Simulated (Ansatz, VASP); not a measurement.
GdN: VASP beside Ansatz

The input INCAR:

```
PREC = Accurate ; ENCUT = 520
EDIFF = 1E-7 ; ISMEAR = -1
SIGMA = 0.05 ; LREAL = F
LASPH = T ; NELM = 150
ALGO = Normal ; ISIF = 2
LWAVE = F ; LCHARG = T
ISPIN = 2 ; MAGMOM = 7 0
LORBIT = 11 ; LMAXMIX = 6
GGA = PE ; LELF = T
LVHAR = T ; NBANDS = 22
```

File KPOINTS:

```
regular mesh
0
Gamma
  15 15 15
```

POSCAR

```
GdN
1.0
    0.0000000000      2.4581166776      2.4581166776
    2.4581166776      0.0000000000      2.4581166776
    2.4581166776      2.4581166776      0.0000000000
Gd N
1 1
Direct
    0.0000000000      0.0000000000      0.0000000000
    0.5000000000      0.5000000000      0.5000000000
```

Input for Ansatz:

```yaml
crystal:
  lattice:
    - [0.0, 2.4581166776, 2.4581166776]
    - [2.4581166776, 0.0, 2.4581166776]
    - [2.4581166776, 2.4581166776, 0.0]
  atoms:
    - { symbol: Gd, position: [0.0, 0.0, 0.0], spin: 7.0 }
    - { symbol: "N", position: [0.5, 0.5, 0.5] }
magnetization:
  spin_polarized: true
kpoints:
  mp_grid: { grid: [15, 15, 15] }
scf:
  occupations: { method: fermi_dirac, width: 0.05 }
hamiltonian:
  xc: pbe
  pseudopotentials: { kind: all_electron, lapw: { basis_error: 0.00025 } }
output:
  forces: true
  stress: true
  eigenvalues: true
```

Change from the starting cell: volume scaled by 0.96.

Alike in both runs: task single point; functional PBE; k mesh 15 × 15 × 15; occupations fermi-dirac, width 0.05 eV; collinear spin.

|  | VASP | Ansatz |
| --- | --- | --- |
| version | VASP 6.6.1 | Ansatz 0.2.0 |
| potentials or method | VASP PAW PBE potentials, release 64 (Gd, N), cutoff 520 eV | all-electron LAPW, scalar-relativistic |

Ansatz gave:

| Quantity | Value |
| --- | --- |
| pressure (GPa) | 6.6 |
| net moment per atom (μB) | 3.50 |
| size of the moment on the site where the two differ most (μB) | 6.98 |

**Question.** Which values does VASP return?

**Answer.** Pressure (GPa): 6.7; net moment per atom (μB): 3.50; size of the moment on the site where the two differ most (μB): 6.80.

Site moments also hang on the region over which each program counts them. Ansatz ran all-electron here, and VASP with PAW potentials.

Spin-orbit coupling is off throughout.
